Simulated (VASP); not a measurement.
# HCl in VASP: notebook, part 2 of 2

VASP 6.6.1. The steps go on from the part before.

**4. Single point, PBE+D3(BJ)**

INCAR

```
SYSTEM = HCl
  ALGO = Normal
  EDIFF = 1E-7
  ENCUT = 520
  GGA = PE
  ISIF = 2
  ISMEAR = -1
  IVDW = 12
  LASPH = .True.
  LCHARG = .True.
  LELF = .True.
  LREAL = Auto
  LVHAR = .True.
  LWAVE = .False.
  NBANDS = 56
  NELM = 100
  PREC = Accurate
  SIGMA = 0.05
```

KPOINTS

```
k-points
0
Gamma
  1 1 1
  0 0 0
```

POSCAR

```
HCl
1.0
    7.9895700000      0.0000000000      0.0000000000
    0.0000000000      7.9895700000      0.0000000000
    0.0000000000      0.0000000000      7.9895700000
Cl H
10 10
Direct
    0.2119888805      0.4752195675      0.6229872196
    0.3817101546      0.3304808644      0.2666226092
    0.6969211109      0.0531192542      0.9889643623
    0.7583887493      0.6069037508      0.8335492398
    0.5808698090      0.8470167982      0.4865969007
   -0.1241243271      0.5101400951      0.3038711720
    0.1008940406      0.1370536837      0.9982139214
    0.1495074203      0.0382749009      0.6165663484
    0.7555475451      0.2088347683      0.5814956249
    0.3858655722      0.7614302146     -0.0517925245
    0.3071128984      0.3466394312      0.6225616648
    0.4987001804      0.2835697040      0.1621489016
    0.7716560466      0.1530620547      0.8809610530
    0.8616483741      0.6861695936      0.7511918664
    0.6777335952      0.9341679214      0.3991078368
   -0.0293632824      0.6056020537      0.2301125092
    0.0394013695      0.2763728211      1.0433853136
    0.2761975926     -0.0248448915      0.5529083543
    0.8633380770      0.3213439522      0.5769897504
    0.2445062751      0.8517479664     -0.0035296017
```

The run is started by

```sh
> cat potpaw_PBE.64/Cl/POTCAR potpaw_PBE.64/H/POTCAR > POTCAR
> mpirun -np 1 vasp_gam > vasp.out
```

It took 44 s on 1 thread of Intel Xeon Platinum 8488C (Sapphire Rapids), shared host; peak memory 0.44 GiB.

Results (log left out):

- Free energy: -61.8121 eV
- Pressure: 1.2 GPa
- Largest force: 2.544 eV/Å
- Band gap on the k mesh: 4.81 eV
- Dispersion energy per atom: -0.061 eV

Forces in eV/Å, atoms in the order of the input:
```
Cl  -0.170  0.370  0.098
Cl   0.523 -0.086 -0.301
Cl  -0.012  0.483 -0.284
Cl  -1.122 -1.098  1.043
Cl  -0.748 -0.718  0.555
Cl  -1.318 -1.288  0.826
Cl   0.308 -0.233 -0.135
Cl  -1.240  0.363  0.392
Cl  -1.000 -0.904  0.110
Cl  -2.107  1.218  0.740
H    0.106 -0.229  0.013
H   -0.346  0.043  0.258
H   -0.346 -0.485  0.421
H    1.237  1.033 -1.040
H    0.602  0.615 -0.650
H    1.351  1.331 -0.999
H   -0.191  0.456  0.375
H    1.422 -0.718 -0.738
H    1.072  1.093 -0.043
H    1.979 -1.246 -0.640
```

Stress tensor (GPa, compression positive):
```
 1.10  1.23 -0.46
 1.23  1.42 -0.31
-0.46 -0.31  0.93
```

Levels at points of the mesh, in eV from the valence-band top:
| k point | band 36 | band 37 | band 38 | band 39 | band 40 | band 41 | band 42 | band 43 | band 44 | band 45 |
| --- | --- | --- | --- | --- | --- | --- | --- | --- | --- | --- |
| (0.00, 0.00, 0.00) | -0.46 | -0.36 | -0.28 | -0.19 | 0.00 | 4.81 | 5.91 | 6.26 | 6.67 | 6.81 |

Caveat: the k points lie up to 0.79 Å⁻¹ apart.

**5. Single point, PBE+D3(BJ)**

INCAR

```
SYSTEM = HCl
PREC     = Accurate       ! precision mode
ENCUT    = 520            ! plane-wave cutoff, eV
EDIFF    = 1E-6           ! SCF threshold, eV
ISMEAR   = -1             ! smearing method
SIGMA    = 0.05           ! smearing width, eV
LREAL    = Auto         
LASPH    = .TRUE.         ! aspherical terms in the spheres
NELM     = 60             ! most SCF steps
ALGO     = Normal         ! electronic algorithm
ISIF     = 2              ! what is computed and relaxed
LWAVE    = .FALSE.        ! write WAVECAR
LCHARG   = .FALSE.        ! write CHGCAR
GGA      = PE             ! functional
IVDW     = 12             ! dispersion correction
NBANDS   = 56             ! bands
```

KPOINTS

```
regular mesh
0
G
  1 1 1
  0 0 0
```

POSCAR

```
HCl
1.0
    7.9895700000      0.0000000000      0.0000000000
    0.0000000000      7.9895700000      0.0000000000
    0.0000000000      0.0000000000      7.9895700000
Cl H
10 10
Direct
    0.2612155598      0.4578469179      0.6246018246
    0.4243657669      0.3258122778      0.2602643196
    0.7301269029     -0.0434316240      1.0001664670
    0.8024712219      0.5892432259      0.8254386657
    0.5404796503      0.8321348959      0.4790996261
   -0.0918822915      0.5082250985      0.3195040534
    0.0940726472      0.1541634907      1.0508450392
    0.1881703271      0.0591396033      0.5919592669
    0.7750730014      0.2042412796      0.6005454611
    0.3181397747      0.7948613004     -0.0546212124
    0.3712339963      0.3417705834      0.5615446138
    0.3166878818      0.2184973659      0.1974824678
    0.7606667192      0.0386253578      0.8527868208
    0.6983479712      0.6960199360      0.7525561451
    0.5310673791      0.8106193450      0.3063494030
    0.0394389185      0.5537970129      0.4105602679
    0.0364600348      0.1928389137      1.2022549399
    0.2225276204     -0.0723067700      0.4870099392
    0.9180594200      0.1760294985      0.5330574737
    0.1798720081      0.7338317331     -0.0287499828
```

The run is started by

```sh
> cat potpaw_PBE.64/Cl/POTCAR potpaw_PBE.64/H/POTCAR > POTCAR
> mpirun -np 1 vasp_gam > vasp.out
```

Wall time 33 s (1 thread of Intel Xeon Platinum 8488C (Sapphire Rapids), shared host); peak memory 0.45 GiB.

The run converged. Its results:

* Free energy: -61.7658 eV
* Pressure: -0.8 GPa
* Largest force: 2.475 eV/Å
* Band gap on the k mesh: 4.45 eV
* Dispersion energy per atom: -0.061 eV

Forces on the atoms (eV/Å):
```
Cl   1.140 -0.949 -0.262
Cl   0.137 -0.248 -0.166
Cl   0.056  0.956 -1.330
Cl  -0.580  0.470 -0.559
Cl  -0.197 -0.343 -2.444
Cl   0.815  0.373  0.341
Cl  -0.253  0.289  1.127
Cl   0.204 -1.626 -1.329
Cl  -0.425 -0.026  0.251
Cl   2.017  0.755 -0.233
H   -1.262  1.338  0.463
H    0.230  0.288 -0.034
H   -0.273 -0.672  1.353
H    0.701 -0.737  0.478
H    0.196  0.227  2.263
H   -0.689 -0.415 -0.438
H    0.178 -0.110 -1.093
H   -0.271  1.435  1.261
H    0.271 -0.121  0.023
H   -1.995 -0.882  0.328
```

Stress tensor (GPa, compression positive):
```
 0.30  0.81 -0.21
 0.81 -0.30 -0.09
-0.21 -0.09 -2.44
```

Levels at points of the mesh, in eV from the valence-band top:
```
           k point  band 37  band 38  band 39  band 40  band 41  band 42  band 43  band 44
(0.00, 0.00, 0.00)    -0.45    -0.41    -0.34     0.00     4.45     5.23     5.70     5.82
```

Caveat: the k points lie up to 0.79 Å⁻¹ apart.

**6. Single point, PBE+D3(BJ)**

INCAR

```
SYSTEM = HCl
PREC = Accurate
ENCUT = 520
EDIFF = 1E-7
ISMEAR = -1
SIGMA = 0.05
LREAL = Auto
LASPH = .TRUE.
NELM = 100
ALGO = Normal
ISIF = 2
LWAVE = .FALSE.
LCHARG = .TRUE.
GGA = PE
IVDW = 12
LELF = .TRUE.
LVHAR = .TRUE.
NBANDS = 56
```

KPOINTS is that of step 5.

POSCAR

```
HCl
1.0
    7.9895700000      0.0000000000      0.0000000000
    0.0000000000      7.9895700000      0.0000000000
    0.0000000000      0.0000000000      7.9895700000
Cl H
10 10
Direct
    0.3038586557      0.4977113912      0.6302967494
    0.4031130587      0.3355249406      0.2396874926
    0.6904626907     -0.0550467672      0.9868491045
    0.8192180555      0.5644609159      0.8390313872
    0.5025677227      0.8507466610      0.4609259322
   -0.0724444495      0.5326694678      0.3189157865
    0.1054374641      0.1393316536      1.0559266644
    0.2021385381      0.0826577651      0.5400165466
    0.7902177464      0.1770308039      0.6133621709
    0.3106925654      0.7640961904     -0.0124287039
    0.2927066163      0.5174371086      0.4668962159
    0.2618163431      0.3715343880      0.1518104228
    0.6778086931      0.0548089572      0.8639638929
    0.8377296901      0.6464427998      0.9838827371
    0.5533464254      0.7489389291      0.5906826024
   -0.0648470443      0.4476210860      0.4616894276
   -0.0428433570      0.1227975974      1.1343288813
    0.2443936282     -0.0626191397      0.4606255405
    0.8902231284      0.0578754551      0.6302967494
    0.1943033230      0.6629142745     -0.0246696631
```

Potentials or basis: VASP PAW PBE potentials, release 64 (Cl, H).

The run is started by

```sh
> cat potpaw_PBE.64/Cl/POTCAR potpaw_PBE.64/H/POTCAR > POTCAR
> mpirun -np 1 vasp_gam > vasp.out
```

OUTCAR:

```text
SYSTEM = HCl
   PREC = Accurate
   ENCUT = 520
   EDIFF = 1E-7
   ISMEAR = -1
   LREAL = Auto
   LASPH = .TRUE.
   NELM = 100
   ISIF = 2
   GGA = PE
   IVDW = 12
 IVDW          = 12

 ion  position               nearest neighbor table
   1  0.304  0.498  0.630-  11 1.32
   2  0.403  0.336  0.240-  12 1.36
   3  0.690  0.945  0.987-  13 1.32
   4  0.819  0.564  0.839-  14 1.34
   5  0.503  0.851  0.461-  15 1.38
   6  0.928  0.533  0.319-  16 1.33
[... 12 lines left out ...]
  19  0.890  0.058  0.630-   9 1.25
  20  0.194  0.663  0.975-  10 1.24

  LATTYP: Found a simple cubic cell.
 ALAT       =     7.9895700000

  Lattice vectors:

 A1 = (   7.9895700000,   0.0000000000,   0.0000000000)
 A2 = (   0.0000000000,   7.9895700000,   0.0000000000)
 A3 = (   0.0000000000,   0.0000000000,   7.9895700000)

Analysis of symmetry for initial positions (statically):
=====================================================================
 Subroutine PRICEL returns:
 Original cell was already a primitive cell.

 Routine SETGRP: Setting up the symmetry group for a
 simple cubic supercell.

 Subroutine GETGRP returns: Found  1 space group operations
 (whereof  1 operations were pure point group operations)
 out of a pool of 48 trial point group operations.

The static configuration has the point symmetry C_1 .

Analysis of symmetry for dynamics (positions and initial velocities):
=====================================================================
 Subroutine PRICEL returns:
 Original cell was already a primitive cell.

 Routine SETGRP: Setting up the symmetry group for a
 simple cubic supercell.

 Subroutine GETGRP returns: Found  1 space group operations
 (whereof  1 operations were pure point group operations)
 out of a pool of 48 trial point group operations.

The dynamic configuration has the point symmetry C_1 .

 Subroutine INISYM returns: Found  1 space group operations
 (whereof  1 operations are pure point group operations),
 and found     1 'primitive' translations

----------------------------------------------------------------------------------------

                                     Primitive cell

  volume of cell :     510.0000

  direct lattice vectors                    reciprocal lattice vectors
     7.989570000  0.000000000  0.000000000     0.125163181  0.000000000  0.000000000
     0.000000000  7.989570000  0.000000000     0.000000000  0.125163181  0.000000000
     0.000000000  0.000000000  7.989570000     0.000000000  0.000000000  0.125163181

  length of vectors
     7.989570000  7.989570000  7.989570000     0.125163181  0.125163181  0.125163181

  position of ions in fractional coordinates (direct lattice)
     0.303858656  0.497711391  0.630296749
     0.403113059  0.335524941  0.239687493
     0.690462691  0.944953233  0.986849105
     0.819218056  0.564460916  0.839031387
     0.502567723  0.850746661  0.460925932
     0.927555551  0.532669468  0.318915786
[... 12 lines left out ...]
     0.890223128  0.057875455  0.630296749
     0.194303323  0.662914274  0.975330337

  ion indices of the primitive-cell ions
   primitive index   ion index
                 1           1
                 2           2
                 3           3
                 4           4
                 5           5
                 6           6
[... 12 lines left out ...]
                19          19
                20          20

----------------------------------------------------------------------------------------

 KPOINTS: regular mesh

Automatic generation of k-mesh.
 Grid dimensions read from file:
 generate k-points for:    1    1    1

 Generating k-lattice:

  Cartesian coordinates                     Fractional coordinates (reciprocal lattice)
     0.125163181  0.000000000  0.000000000     1.000000000  0.000000000  0.000000000
     0.000000000  0.125163181  0.000000000     0.000000000  1.000000000  0.000000000
     0.000000000  0.000000000  0.125163181     0.000000000  0.000000000  1.000000000

  Length of vectors
     0.125163181  0.125163181  0.125163181

  Shift w.r.t. Gamma in fractional coordinates (k-lattice)
     0.000000000  0.000000000  0.000000000

 Subroutine IBZKPT returns following result:
 ===========================================

 Found      1 irreducible k-points:

 Following reciprocal coordinates:
            Coordinates               Weight
  0.000000  0.000000  0.000000      1.000000
   k-points           NKPTS =      1   k-points in BZ     NKDIM =      1   number of bands    NBANDS=     56
   number of dos      NEDOS =    301   number of ions     NIONS =     20
   total plane-waves  NPLWV = 216000
   dimension x,y,z NGX =    60 NGY =   60 NGZ =   60
   dimension x,y,z NGXF=   120 NGYF=  120 NGZF=  120
   ions per type =              10  10
   NGX,Y,Z   is equivalent  to a cutoff of  12.48, 12.48, 12.48 a.u.
   NGXF,Y,Z  is equivalent  to a cutoff of  24.97, 24.97, 24.97 a.u.
 SYSTEM =  HCl
   PREC   = accura    normal or accurate (medium, high low for compatibility)
   ISTART =      0    job   : 0-new  1-cont  2-samecut
   ICHARG =      2    charge: 1-file 2-atom 10-const
   ISPIN  =      1    spin polarized calculation?
   LNONCOLLINEAR =      F non collinear calculations
   LSORBIT =      F    spin-orbit coupling
   LASPH  =      T    aspherical Exc in radial PAW
   ENCUT  =  520.0 eV  38.22 Ry    6.18 a.u.  14.86 14.86 14.86*2*pi/ulx,y,z
   NELM   =    100;   NELMIN=  2; NELMDL= -5     # of ELM steps
   EDIFF  = 0.1E-06   stopping-criterion for ELM
   LREAL  =      T    real-space projection
   EDIFFG = 0.1E-05   stopping-criterion for IOM
   NSW    =      0    number of steps for IOM
   IBRION =     -1    ionic relax: 0-MD 1-quasi-New 2-CG
   NFREE  =      0    steps in history (QN), initial steepest desc. (CG)
   ISIF   =      2    stress and relaxation
   ISYM   =      2    0-nonsym 1-usesym 2-fastsym
   POTIM  = 0.5000    time-step for ionic-motion
   TEBEG  =    0.0;   TEEND  =   0.0 temperature during run
   PSTRESS=    0.0 pullay stress
   NELECT =      80.0000    total number of electrons
   NUPDOWN=      -1.0000    fix difference up-down
   EMIN   =  10.00;   EMAX   =-10.00  energy-range for DOS
   EFERMI =   0.00;   METHOD = LEGACY
   ISMEAR =    -1;   SIGMA  =   0.05  broadening in eV -4-tet -1-fermi 0-gaus
   EFERMI_NEDOS =   21; number of points for ismear=-14 and -15
   IALGO  =     38    algorithm
   IMIX   =      4    mixing-type and parameters
     AMIX     =   0.40;   BMIX     =  1.00
     AMIX_MAG =   1.60;   BMIX_MAG =  1.00
  volume/ion in A,a.u.               =      25.50       172.08
  Fermi-wavevector in a.u.,A,eV,Ry     =   0.882907  1.668452 10.606068  0.779524
  Thomas-Fermi vector in A             =   2.003601
   LORBIT       =      0    0 simple, 1 ext, 2 COOP (PROOUT), +10 PAW based schemes
   GGA     = PE    functional components
   LHFCALC =     F    Hartree Fock is set to
   AEXX    =    0.0000 exact exchange contribution
   IVDW    =    12    specifies the selected vdW correction
   LEPSILON=     F    determine dielectric tensor
   LRPA    =     F    only Hartree local field effects (RPA)
 non-spin polarized calculation
  energy-cutoff  :      520.00
  volume of cell :      510.00
 maximum number of plane-waves:      6807
 NGX is ok and might be reduce to    60
   NGX = 29   NGY = 29   NGZ = 29

 number of electron      80.0000007 magnetization

 Free energy of the ion-electron system (eV)
  ---------------------------------------------------
  ext. energy  EPLUGINS =         0.00000000
  ---------------------------------------------------
  free energy    TOTEN  =       -60.46498925 eV

  energy without entropy =      -60.46498925  energy(sigma->0) =      -60.46498925

 E-fermi :  -2.0264     XC(G=0):  -6.1190

 val. band max:       -3.3035112208   @ k =   0.0000   0.0000   0.0000
 cond. band min:       1.3003160481   @ k =   0.0000   0.0000   0.0000
 fundamental gap:      4.6038272689
 Fermi energy:        -2.0264350295

 k-point     1 :       0.0000    0.0000    0.0000
  band No.  band energies     occupation
      1     -17.8691      2.00000
      2     -17.4335      2.00000
      3     -17.3756      2.00000
      4     -17.2799      2.00000
      5     -17.2302      2.00000
      6     -17.1634      2.00000
[... 44 lines left out ...]
     51       4.9015      0.00000
     52       5.0540      0.00000
 [bands above 52 left out]

------------------------ aborting loop because EDIFF is reached ----------------------------------------

 Edisp (eV)   -1.21858

 E8    (eV) :    -0.3597

  FORCE on cell =-STRESS in cart. coord.  units (eV):
  Direction    XX          YY          ZZ          XY          YZ          ZX
  --------------------------------------------------------------------------------------
  -------------------------------------------------------------------------------------
  Total       0.95022     0.33830    -5.92207     0.73268     2.27850    -1.20282
  in kB       2.98515     1.06276   -18.60434     2.30174     7.15796    -3.77868
  external pressure =       -4.85 kB  Pullay stress =        0.00 kB

 VOLUME and BASIS-vectors are now :
 -----------------------------------------------------------------------------
  energy-cutoff  :      520.00
  volume of cell :      510.00
      direct lattice vectors                 reciprocal lattice vectors
     7.989570000  0.000000000  0.000000000     0.125163181  0.000000000  0.000000000
     0.000000000  7.989570000  0.000000000     0.000000000  0.125163181  0.000000000
     0.000000000  0.000000000  7.989570000     0.000000000  0.000000000  0.125163181

 POSITION                                       TOTAL-FORCE (eV/Angst)
 -----------------------------------------------------------------------------------
      2.42770      3.97650      5.03580        -0.117591      0.151274     -0.500508
      3.22070      2.68070      1.91500        -0.958369      0.684769     -0.897457
      5.51650      7.54977      7.88450        -0.197066      0.665529     -0.243249
      6.54520      4.50980      6.70350         0.252220      0.477979      1.154033
      4.01530      6.79710      3.68260         1.298505     -1.526093      1.284875
      7.41077      4.25580      2.54800         0.116053     -0.489744      0.914082
[... 12 lines left out ...]
      7.11250      0.46240      5.03580         1.051147     -0.907869      0.058420
      1.55240      5.29640      7.79247        -1.301413     -1.067318     -0.218953
 -----------------------------------------------------------------------------------
    total drift:                                0.002589     -0.001687     -0.001424

  FREE ENERGIE OF THE ION-ELECTRON SYSTEM (eV)
  ---------------------------------------------------
  free  energy   TOTEN  =       -61.6835724605 eV

  energy  without entropy=      -61.6835724605  energy(sigma->0) =      -61.68357246
```

Wall time 58 s (1 thread of Intel Xeon Platinum 8488C (Sapphire Rapids), shared host); peak memory 0.42 GiB.

What came out:

* Free energy: -61.6836 eV
* Pressure: -0.5 GPa
* Largest force: 2.380 eV/Å
* Band gap on the k mesh: 4.60 eV
* Dispersion energy per atom: -0.061 eV

Forces on the atoms (eV/Å):
```
Cl  -0.118  0.151 -0.501
Cl  -0.958  0.685 -0.897
Cl  -0.197  0.666 -0.243
Cl   0.252  0.478  1.154
Cl   1.299 -1.526  1.285
Cl   0.116 -0.490  0.914
Cl  -1.643 -0.187  0.511
Cl  -0.118 -1.276 -0.665
Cl  -1.126  1.070 -0.058
Cl   1.267  0.930  0.214
H    0.149 -0.232  0.659
H    1.364 -0.517  0.896
H    0.149 -0.401  0.404
H   -0.260 -0.598 -1.269
H   -0.713  1.124 -1.511
H   -0.022  0.448 -0.891
H    1.231  0.185 -0.740
H   -0.422  1.466  0.900
H    1.051 -0.908  0.058
H   -1.301 -1.067 -0.219
```

Caveat: the k points lie up to 0.79 Å⁻¹ apart.
